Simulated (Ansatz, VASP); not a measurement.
**One calculation of AlP, two programs**

```
Al P
1.0
     0.00000    2.73458    2.73458
     2.73458    0.00000    2.73458
     2.73458    2.73458    0.00000
Al P
1 1
Direct
  0.00000 0.00000 0.00000
  0.25000 0.25000 0.25000
```

Alike in both runs: functional r2SCAN; dispersion rVV10; k mesh 8 × 8 × 8; occupations gaussian, width 0.02 eV; no spin polarisation.

Ansatz relaxed the structure, and its values are those at the end. VASP's run is a single point on that final structure, the one shown.

```csv
,VASP,Ansatz
version,VASP 6.6.1,Ansatz 0.2.0
potentials or method,"VASP PAW PBE potentials, release 64 (Al, P), cutoff 550 eV","scalar-relativistic, plane waves, PAW"
valence electrons in the cell,8,8
```

```tsv
	VASP	Ansatz	Ansatz less VASP
gap on the k mesh at the Fermi level (eV)	1.87	1.87	-0.002
least direct gap on the mesh (eV)	3.92	3.92	-0.006
pressure (GPa)	-0.3	0.0	+0.27
```

VASP's potentials were made for PBE, not for r2SCAN.
